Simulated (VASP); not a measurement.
# Co in VASP: further runs

The runs below take Co through single point, relaxation of the atoms, with PBEsol.

All numbers are computed with VASP 6.6.1; they aren't measurements. Logs are shortened: lines on timing, memory, paths and dates and some standing lists are left out, and cuts for length are marked.

## 1. The cell of the first run

The cell holds a slab with vacuum, 5 atoms: a = 2.456 Å, b = 2.456 Å, c = 24.939 Å, α = 90.00°, β = 90.00°, γ = 120.00°.

## 2. Single point, PBEsol, collinear spin, ferromagnetic start

Contents of INCAR:

```
  ALGO = Normal
  DIPOL = 0.5 0.5 0.500
  EDIFF = 1E-6
  ENCUT = 520
  GGA = PS
  IDIPOL = 3
  ISIF = 2
  ISMEAR = 0
  ISPIN = 2
  LASPH = True
  LCHARG = False
  LDIPOL = True
  LMAXMIX = 4
  LORBIT = 11
  LREAL = False
  LWAVE = False
  MAGMOM = 1.8 1.8 1.8 1.8 1.8
  NBANDS = 34
  NELM = 150
  PREC = Accurate
  SIGMA = 0.1
```

Contents of KPOINTS:

```
k-points
0
Gamma
  12 12 1
```

Contents of POSCAR:

```
Co
1.0
    2.4564223074      0.0000000000      0.0000000000
   -1.2282111537      2.1273241206      0.0000000000
    0.0000000000      0.0000000000     24.9388272200
Co
5
Direct
    0.6666666667      0.3333333333      0.3408339905
    0.3333333333      0.6666666667      0.4204169953
    0.6666666667      0.3333333333      0.5002428646
    0.3333333333      0.6666666667      0.5805068909
    0.6666666667      0.3333333333      0.6577835311
```

Potentials or basis: VASP PAW PBE potentials, release 64 (Co).

Run with:

```sh
$ cat potpaw_PBE.64/Co/POTCAR > POTCAR
$ mpirun -np 1 vasp_std > vasp.out
```

OUTCAR:

```text
EDIFF = 1E-6
   ENCUT = 520
   GGA = PS
   ISIF = 2
   ISMEAR = 0
   ISPIN = 2
   LASPH = True
   LORBIT = 11
   LREAL = False
   NELM = 150
   PREC = Accurate

 ion  position               nearest neighbor table
   1  0.667  0.333  0.341-   2 2.44   2 2.44   2 2.44
   2  0.333  0.667  0.420-   1 2.44   1 2.44   1 2.44   3 2.44   3 2.44   3 2.44
   3  0.667  0.333  0.500-   2 2.44   2 2.44   2 2.44   4 2.45   4 2.45   4 2.45
   4  0.333  0.667  0.581-   5 2.39   5 2.39   5 2.39   3 2.45   3 2.45   3 2.45
   5  0.667  0.333  0.658-   4 2.39   4 2.39   4 2.39

  LATTYP: Found a hexagonal cell.
 ALAT       =     2.4564223074
 C/A-ratio  =    10.1524998958

  Lattice vectors:

 A1 = (   2.4564223074,   0.0000000000,   0.0000000000)
 A2 = (  -1.2282111537,   2.1273241206,   0.0000000000)
 A3 = (   0.0000000000,   0.0000000000,  24.9388272200)

Analysis of symmetry for initial positions (statically):
=====================================================================
 Subroutine PRICEL returns:
 Original cell was already a primitive cell.

 Routine SETGRP: Setting up the symmetry group for a
 hexagonal supercell.

 Subroutine GETGRP returns: Found  6 space group operations
 (whereof  6 operations were pure point group operations)
 out of a pool of 24 trial point group operations.

The static configuration has the point symmetry C_3v.

Analysis of symmetry for dynamics (positions and initial velocities):
=====================================================================
 Subroutine PRICEL returns:
 Original cell was already a primitive cell.

 Routine SETGRP: Setting up the symmetry group for a
 hexagonal supercell.

 Subroutine GETGRP returns: Found  6 space group operations
 (whereof  6 operations were pure point group operations)
 out of a pool of 24 trial point group operations.

The dynamic configuration has the point symmetry C_3v.

Analysis of structural, dynamic, and magnetic symmetry:
=====================================================================
 Subroutine PRICEL returns:
 Original cell was already a primitive cell.

 Routine SETGRP: Setting up the symmetry group for a
 hexagonal supercell.

 Subroutine GETGRP returns: Found  6 space group operations
 (whereof  6 operations were pure point group operations)
 out of a pool of 24 trial point group operations.

The overall configuration has the point symmetry C_3v.

 Subroutine INISYM returns: Found  6 space group operations
 (whereof  6 operations are pure point group operations),
 and found     1 'primitive' translations

----------------------------------------------------------------------------------------

                                     Primitive cell

  volume of cell :     130.3205

  direct lattice vectors                    reciprocal lattice vectors
     2.456422307  0.000000000  0.000000000     0.407096124  0.235037057  0.000000000
    -1.228211154  2.127324121  0.000000000     0.000000000  0.470074113  0.000000000
     0.000000000  0.000000000 24.938827220     0.000000000  0.000000000  0.040098117

  length of vectors
     2.456422307  2.456422307 24.938827220     0.470074113  0.470074113  0.040098117

  position of ions in fractional coordinates (direct lattice)
     0.666666667  0.333333333  0.340833991
     0.333333333  0.666666667  0.420416995
     0.666666667  0.333333333  0.500242865
     0.333333333  0.666666667  0.580506891
     0.666666667  0.333333333  0.657783531

  ion indices of the primitive-cell ions
   primitive index   ion index
                 1           1
                 2           2
                 3           3
                 4           4
                 5           5

----------------------------------------------------------------------------------------

 KPOINTS: k-points

Automatic generation of k-mesh.
 Grid dimensions read from file:
 generate k-points for:   12   12    1

 Generating k-lattice:

  Cartesian coordinates                     Fractional coordinates (reciprocal lattice)
     0.033924677  0.019586421  0.000000000     0.083333333  0.000000000  0.000000000
     0.000000000  0.039172843  0.000000000     0.000000000  0.083333333  0.000000000
     0.000000000  0.000000000  0.040098117     0.000000000  0.000000000  1.000000000

  Length of vectors
     0.039172843  0.039172843  0.040098117

  Shift w.r.t. Gamma in fractional coordinates (k-lattice)
     0.000000000  0.000000000  0.000000000

 Subroutine IBZKPT returns following result:
 ===========================================

 Found     19 irreducible k-points:

 Following reciprocal coordinates:
            Coordinates               Weight
  0.000000  0.000000  0.000000      1.000000
  0.083333 -0.000000  0.000000      6.000000
  0.166667 -0.000000  0.000000      6.000000
  0.250000 -0.000000  0.000000      6.000000
  0.333333 -0.000000  0.000000      6.000000
  0.416667 -0.000000  0.000000      6.000000
[... 11 lines left out ...]
  0.333333  0.250000  0.000000     12.000000
  0.333333  0.333333  0.000000      2.000000
   k-points           NKPTS =     19   k-points in BZ     NKDIM =     19   number of bands    NBANDS=     34
   number of dos      NEDOS =    301   number of ions     NIONS =      5
   total plane-waves  NPLWV =  62208
   dimension x,y,z NGX =    18 NGY =   18 NGZ =  192
   dimension x,y,z NGXF=    36 NGYF=   36 NGZF=  384
   ions per type =               5
   NGX,Y,Z   is equivalent  to a cutoff of  12.18, 12.18, 12.80 a.u.
   NGXF,Y,Z  is equivalent  to a cutoff of  24.36, 24.36, 25.60 a.u.
 SYSTEM =  unknown system
   PREC   = accura    normal or accurate (medium, high low for compatibility)
   ISTART =      0    job   : 0-new  1-cont  2-samecut
   ICHARG =      2    charge: 1-file 2-atom 10-const
   ISPIN  =      2    spin polarized calculation?
   LNONCOLLINEAR =      F non collinear calculations
   LSORBIT =      F    spin-orbit coupling
   LASPH  =      T    aspherical Exc in radial PAW
   ENCUT  =  520.0 eV  38.22 Ry    6.18 a.u.   4.57  4.57 46.37*2*pi/ulx,y,z
   NELM   =    150;   NELMIN=  2; NELMDL= -5     # of ELM steps
   EDIFF  = 0.1E-05   stopping-criterion for ELM
   LREAL  =      F    real-space projection
   EDIFFG = 0.1E-04   stopping-criterion for IOM
   NSW    =      0    number of steps for IOM
   IBRION =     -1    ionic relax: 0-MD 1-quasi-New 2-CG
   NFREE  =      0    steps in history (QN), initial steepest desc. (CG)
   ISIF   =      2    stress and relaxation
   ISYM   =      2    0-nonsym 1-usesym 2-fastsym
   POTIM  = 0.5000    time-step for ionic-motion
   TEBEG  =    0.0;   TEEND  =   0.0 temperature during run
   PSTRESS=    0.0 pullay stress
   NELECT =      45.0000    total number of electrons
   NUPDOWN=      -1.0000    fix difference up-down
   EMIN   =  10.00;   EMAX   =-10.00  energy-range for DOS
   EFERMI =   0.00;   METHOD = LEGACY
   ISMEAR =     0;   SIGMA  =   0.10  broadening in eV -4-tet -1-fermi 0-gaus
   EFERMI_NEDOS =   21; number of points for ismear=-14 and -15
   IALGO  =     38    algorithm
   IMIX   =      4    mixing-type and parameters
     AMIX     =   0.40;   BMIX     =  1.00
     AMIX_MAG =   1.60;   BMIX_MAG =  1.00
  volume/ion in A,a.u.               =      26.06       175.89
  Fermi-wavevector in a.u.,A,eV,Ry     =   1.148528  2.170402 17.947657  1.319116
  Thomas-Fermi vector in A             =   2.285202
   LORBIT       =     11    0 simple, 1 ext, 2 COOP (PROOUT), +10 PAW based schemes
   GGA     = PS    functional components
   LHFCALC =     F    Hartree Fock is set to
   AEXX    =    0.0000 exact exchange contribution
   IVDW    =     0    specifies the selected vdW correction
   LEPSILON=     F    determine dielectric tensor
   LRPA    =     F    only Hartree local field effects (RPA)
 spin polarized calculation
 Gauss-broadening in eV      SIGMA  =   0.10
  energy-cutoff  :      520.00
  volume of cell :      130.32
 maximum number of plane-waves:      3562
   NGX =  9   NGY =  9   NGZ = 93

 dipolmoment           0.000000      0.000000      0.000651 electrons x Angstroem

 number of electron      44.9999967 magnetization       8.2527200

 dipolmoment           0.000000      0.000000     -0.001056 electrons x Angstroem

 Free energy of the ion-electron system (eV)
  ---------------------------------------------------
  ext. energy  EPLUGINS =         0.00000000
  ---------------------------------------------------
  free energy    TOTEN  =       -37.01375602 eV

  energy without entropy =      -36.98315213  energy(sigma->0) =      -36.99845407

 E-fermi :   1.2976     XC(G=0):  -6.2936

 val. band max:        1.2939053948   @ k =   0.2500   0.1667   0.0000
 cond. band min:       1.3002093909   @ k =   0.0000   0.0000   0.0000
 fundamental gap:      0.0063039961
 Fermi energy:         1.2976453494

 spin component 1

 k-point     1 :       0.0000    0.0000    0.0000
  band No.  band energies     occupation
      1      -7.6457      1.00000
      2      -6.7216      1.00000
      3      -5.3646      1.00000
      4      -4.3561      1.00000
      5      -4.1008      1.00000
      6      -1.6581      1.00000
[... 26 lines left out ...]
     33       6.3227      0.00000
     34       7.1190      0.00000

 k-point     2 :       0.0833   -0.0000    0.0000
  band No.  band energies     occupation
      1      -7.3977      1.00000
      2      -6.4844      1.00000
      3      -5.1425      1.00000
      4      -4.1532      1.00000
      5      -3.9328      1.00000
      6      -1.7977      1.00000
[... 26 lines left out ...]
     33       6.5588      0.00000
     34       7.3312      0.00000
[... 590 lines left out ...]
     33       9.5827      0.00000
     34      10.3743      0.00000

 k-point    19 :       0.3333    0.3333    0.0000
  band No.  band energies     occupation
      1      -3.1286      1.00000
      2      -2.8735      1.00000
      3      -2.7846      1.00000
      4      -2.7595      1.00000
      5      -2.7113      1.00000
      6      -2.5626      1.00000
[... 26 lines left out ...]
     33       8.6995      0.00000
     34      10.4438      0.00000
 Fermi energy:         1.2976453494

 spin component 2

 k-point     1 :       0.0000    0.0000    0.0000
  band No.  band energies     occupation
      1      -7.5559      1.00000
      2      -6.6119      1.00000
      3      -5.1623      1.00000
      4      -3.8082      1.00000
      5      -3.2218      1.00000
      6      -0.2260      1.00000
[... 26 lines left out ...]
     33       6.3006      0.00000
     34       7.0814      0.00000

 k-point     2 :       0.0833   -0.0000    0.0000
  band No.  band energies     occupation
      1      -7.3066      1.00000
      2      -6.3725      1.00000
      3      -4.9361      1.00000
      4      -3.5915      1.00000
      5      -3.0315      1.00000
      6      -0.4028      1.00000
[... 26 lines left out ...]
     33       6.5410      0.00000
     34       7.3002      0.00000
[... 590 lines left out ...]
     33      10.2697      0.00000
     34      10.9894      0.00000

 k-point    19 :       0.3333    0.3333    0.0000
  band No.  band energies     occupation
      1      -1.8364      1.00000
      2      -1.6730      1.00000
      3      -1.6438      1.00000
      4      -1.5994      1.00000
      5      -1.5084      1.00000
      6      -1.4792      1.00000
[... 26 lines left out ...]
     33       9.4239      0.00000
     34      11.0291      0.00000

------------------------ aborting loop because EDIFF is reached ----------------------------------------

 vacuum level on the upper side and lower side of the slab       (xc-potential included)         0.025         0.058

  FORCE on cell =-STRESS in cart. coord.  units (eV):
  Direction    XX          YY          ZZ          XY          YZ          ZX
  --------------------------------------------------------------------------------------
  -------------------------------------------------------------------------------------
  Total       -1.8982662     -1.8982662     -0.9124670      0.0000000      0.0000000      0.0000000
  in kB      -23.3375348    -23.3375348    -11.2179897      0.0000000      0.0000000      0.0000000
  external PRESSURE =     -19.2976864 kB  Pullay stress =       0.0000000 kB

 VOLUME and BASIS-vectors are now :
 -----------------------------------------------------------------------------
  energy-cutoff  :      520.00
  volume of cell :      130.32
      direct lattice vectors                 reciprocal lattice vectors
     2.456422307  0.000000000  0.000000000     0.407096124  0.235037057  0.000000000
    -1.228211154  2.127324121  0.000000000     0.000000000  0.470074113  0.000000000
     0.000000000  0.000000000 24.938827220     0.000000000  0.000000000  0.040098117

 POSITION                                       TOTAL-FORCE (eV/Angst)
 -----------------------------------------------------------------------------------
      1.22821      0.70911      8.50000         0.000000      0.000000      0.363052
     -0.00000      1.41822     10.48471        -0.000000      0.000000     -0.323436
      1.22821      0.70911     12.47547        -0.000000      0.000000     -0.000710
     -0.00000      1.41822     14.47716        -0.000000      0.000000     -0.024010
      1.22821      0.70911     16.40435        -0.000000      0.000000     -0.014896
 -----------------------------------------------------------------------------------
    total drift:                               -0.000000      0.000000      0.000132

  FREE ENERGIE OF THE ION-ELECTRON SYSTEM (eV)
  ---------------------------------------------------
  free  energy   TOTEN  =       -37.0137560166 eV

  energy  without entropy=      -36.9831521268  energy(sigma->0) =      -36.99845407

 vacuum level on the upper side and lower side of the slab         6.501         6.534

 total charge

# of ion       s       p       d       tot
------------------------------------------
    1        0.497   0.430   7.247   8.175
    2        0.504   0.562   7.287   8.353
    3        0.508   0.558   7.288   8.354
    4        0.510   0.573   7.297   8.380
    5        0.504   0.443   7.263   8.210
--------------------------------------------------
tot          2.524   2.566  36.383  41.472

 magnetization (x)

# of ion       s       p       d       tot
------------------------------------------
    1       -0.008  -0.029   1.753   1.716
    2       -0.015  -0.047   1.694   1.632
    3       -0.012  -0.046   1.654   1.596
    4       -0.015  -0.048   1.685   1.622
    5       -0.008  -0.028   1.736   1.700
--------------------------------------------------
tot         -0.059  -0.198   8.523   8.266
```

Run time: 4.8 min. Hardware: 1 thread of Intel Xeon 6975P-C (Granite Rapids), shared host; peak memory 0.34 GiB.

What came out:

| Quantity | Value |
| --- | --- |
| Free energy | -37.0138 eV |
| Largest force | 0.363 eV/Å |
| Net moment | 8.25 μB per cell |
| Site moments | Co +1.72, +1.63, +1.60, +1.62, +1.70 μB |
| Valence electrons inside the program's atomic spheres | Co 8.18, 8.35, 8.38, 8.21 (each value once) |

Forces in eV/Å, atoms in the order of the input:
```
Co   0.000  0.000  0.363
Co   0.000  0.000 -0.323
Co   0.000  0.000 -0.001
Co   0.000  0.000 -0.024
Co   0.000  0.000 -0.015
```

Levels at points of the mesh, in eV from the Fermi level:
Spin up:
```tsv
k point	band 23	band 24	band 25	band 26	band 27	band 28	band 29	band 30	band 31	band 32
(0.00, 0.00, 0.00)	-1.47	-1.07	-1.07	-0.87	-0.87	-0.78	-0.78	-0.62	0.10	4.82
(0.50, 0.00, 0.00)	-0.48	-0.41	-0.40	1.06	1.20	1.79	2.78	3.34	6.99	7.08
```
Spin down:
| k point | band 14 | band 15 | band 16 | band 17 | band 18 | band 19 | band 20 | band 21 | band 22 | band 23 |
| --- | --- | --- | --- | --- | --- | --- | --- | --- | --- | --- |
| (0.00, 0.00, 0.00) | -0.95 | -0.95 | -0.81 | -0.81 | -0.68 | -0.68 | -0.22 | 0.00 | 0.00 | 0.20 |
| (0.50, 0.00, 0.00) | -0.64 | -0.42 | 0.05 | 0.62 | 0.70 | 0.75 | 1.21 | 1.26 | 1.31 | 1.38 |

Caveat: the PAW data sets were made with another functional, which shifts forces and pressure a little.

## 3. Relaxation of the atoms, PBEsol, collinear spin, ferromagnetic start

This run uses another cell than the first one: it holds 3 atoms, not 5.

Contents of INCAR:

```
PREC = Accurate ; ENCUT = 520
EDIFF = 1E-7 ; ISMEAR = 0
SIGMA = 0.1 ; LREAL = F
LASPH = T ; NELM = 150
ALGO = Normal ; ISIF = 2
LWAVE = F ; LCHARG = F
ISPIN = 2 ; MAGMOM = 1.79 1.79 1.79
LORBIT = 11 ; LMAXMIX = 4
LDIPOL = T ; IDIPOL = 3
DIPOL = 0.5 0.5 0.500 ; GGA = PS
IBRION = 2 ; NSW = 90
EDIFFG = -0.03
```

Contents of KPOINTS:

```
Automatic mesh
0
Gamma
  12 12 1
```

Contents of POSCAR:

```
Co
1.0
    2.4558560500      0.0000000000      0.0000000000
   -1.2279280250      2.1268337273      0.0000000000
    0.0000000000      0.0000000000     20.9681374413
Co
3
Selective dynamics
Direct
    0.3333333333      0.6666666667      0.4053769689  F F F
    0.6666666667      0.3333333333      0.5000000000  T T T
    0.3333333333      0.6666666667      0.5946230311  T T T
```

Potentials or basis: VASP PAW PBE potentials, release 64 (Co).

Run with:

```sh
$ cat potpaw_PBE.64/Co/POTCAR > POTCAR
$ mpirun -np 1 vasp_std > vasp.out
```

Wall time 7.6 min (1 thread of Oxide Virtual Turin-like, shared host); peak memory 0.25 GiB.

Results (log left out):

```
Free energy                                           : -21.5461 eV
Energy gained by relaxing                             : 2.6 meV/atom
Ionic steps                                           : 5
Net moment                                            : 5.05 μB per cell
Site moments                                          : Co +1.71, +1.65 (each value once) μB
Valence electrons inside the program's atomic spheres : Co 8.19, 8.39 (each value once)
```

Step by step:
| step | energy change (eV) | largest force on free atoms (eV/Å) | pressure (GPa) |
| --- | --- | --- | --- |
| 1 | 0.0000 | 0.2281 | -2.54 |
| 2 | -0.0022 | 0.1682 | -2.42 |
| 3 | -0.0046 | 0.1794 | -2.11 |
| 4 | -0.0066 | 0.1085 | -2.00 |
| 5 | -0.0079 | 0.0252 | -1.85 |

Final structure:
```yaml
crystal:
  lattice:
    - [2.45586, 0.00000, 0.00000]
    - [-1.22793, 2.12683, 0.00000]
    - [0.00000, 0.00000, 20.96814]
  atoms:
    - { symbol: Co, position: [0.33333, 0.66667, 0.40538] }
    - { symbol: Co, position: [0.66667, 0.33333, 0.49860] }
    - { symbol: Co, position: [0.33333, 0.66667, 0.59176] }
```

Levels at points of the mesh, in eV from the Fermi level:
Spin up:
```tsv
k point	band 12	band 13	band 14	band 15	band 16	band 17	band 18	band 19	band 20
(0.00, 0.00, 0.00)	-1.69	-1.69	-1.20	-1.08	-1.08	-0.83	-0.83	0.25	4.80
(0.50, 0.00, 0.00)	-0.85	-0.59	-0.42	-0.42	1.20	1.86	3.17	6.95	7.29
```
Spin down:
| k point | band 7 | band 8 | band 9 | band 10 | band 11 | band 12 | band 13 | band 14 | band 15 | band 16 |
| --- | --- | --- | --- | --- | --- | --- | --- | --- | --- | --- |
| (0.00, 0.00, 0.00) | -1.10 | -0.93 | -0.93 | -0.67 | -0.67 | -0.56 | 0.19 | 0.19 | 0.32 | 0.79 |
| (0.50, 0.00, 0.00) | -0.89 | -0.67 | -0.06 | 0.14 | 0.67 | 1.10 | 1.28 | 1.47 | 1.48 | 2.15 |

Caveat: the PAW data sets were made with another functional, which shifts forces and pressure a little.
